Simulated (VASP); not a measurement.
Wanted: the native input for a VASP 6.6.1 run.

- Task: single point
- Functional: PBE
- Potentials or basis: VASP PAW PBE potentials, release 64 (Be, Cd, O)
- Cutoff: 600 eV
- k mesh: 3 × 3 × 3
- Occupations: gaussian, width 0.15 eV
- Spin: no spin polarisation
- Dipole correction: no
- Further INCAR settings: ALGO = Normal; EDIFF = 1e-06; NBANDS = 26

The structure of Be2CdO3 lies in POSCAR:

```
Be2CdO3
1.0
   -2.7007033205      2.7967057307      2.8125605671
    2.7007033205     -2.7967057307      2.8125605671
    2.7007033205      2.7967057307     -2.8125605671
Be Cd O
2 1 3
Direct
    0.0000000000      0.0000000000      0.0000000000
    0.5000000000      0.5000000000      0.0000000000
    0.0000000000      0.5000000000      0.5000000000
    0.2493826840      0.2493826840      0.0000000000
    0.7506173160      0.7506173160      0.0000000000
    0.5000000000      0.0000000000      0.5000000000
```

The cell was built from a structure type or drawn by symmetry, and may not be a known phase.

One way to write it, as run:

INCAR

```
SYSTEM = Be2CdO3
ALGO = Normal
EDIFF = 1E-6
ENCUT = 600
GGA = PE
GGA_COMPAT = .False.
ISIF = 2
ISMEAR = 0
LASPH = .True.
LCHARG = .False.
LREAL = .False.
LWAVE = .False.
NBANDS = 26
NELM = 120
PREC = Accurate
SIGMA = 0.15
```

KPOINTS

```
k-points
0
Gamma
  3 3 3
  0 0 0
```

Potentials or basis: VASP PAW PBE potentials, release 64 (Be, Cd, O).

The run is started by

```sh
$ cat potpaw_PBE.64/Be/POTCAR potpaw_PBE.64/Cd/POTCAR potpaw_PBE.64/O/POTCAR > POTCAR
$ mpirun -np 1 vasp_std > vasp.out
```

Results of the run:

| Quantity | Value |
| --- | --- |
| Pressure | -0.5 GPa |
| Largest force | 0.007 eV/Å |
| Band gap on the k mesh | zero (bands 17 and 18 overlap by 0.41 eV) |

Caveat: the k points lie up to 0.54 Å⁻¹ apart; semilocal functionals underestimate gaps, so a narrow gap can read as zero.

Run time: 61 s on 1 thread of Intel Xeon 8259CL (shared host), peak memory 0.24 GiB.
